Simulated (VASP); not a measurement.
A run of VASP 6.6.1 is set up as follows.

INCAR

```
SYSTEM = Sr2MgAl3
PREC = Accurate
ENCUT = 520
EDIFF = 1E-7
ISMEAR = 0
SIGMA = 0.1
LREAL = .False.
LASPH = .True.
NELM = 100
ALGO = Fast
ISIF = 2
LWAVE = .False.
LCHARG = .False.
GGA = PE
NBANDS = 24
```

File KPOINTS:

```
regular mesh
0
Gamma
  6 6 8
  0 0 0
```

The input POSCAR:

```
Sr2MgAl3
1.0
    6.0782708408      0.0000000000      0.0000000000
   -3.0391354204      5.2639369592      0.0000000000
    0.0000000000      0.0000000000      5.7336656549
Sr Mg Al
2 1 3
Direct
    0.3333333333      0.6666666667      0.0000000000
    0.6666666667      0.3333333333      0.0000000000
    0.0000000000      0.0000000000      0.0000000000
    0.5000000000      0.0000000000      0.5000000000
    0.5000000000      0.5000000000      0.5000000000
    0.0000000000      0.5000000000      0.5000000000
```

Potentials or basis: VASP PAW PBE potentials, release 64 (Sr_sv, Mg, Al).

Command:

```console
$ cat potpaw_PBE.64/Sr_sv/POTCAR potpaw_PBE.64/Mg/POTCAR potpaw_PBE.64/Al/POTCAR > POTCAR
$ mpirun -np 1 vasp_std > vasp.out
```

**Question.** Estimate the pressure.

**Answer.** 0.0 GPa.
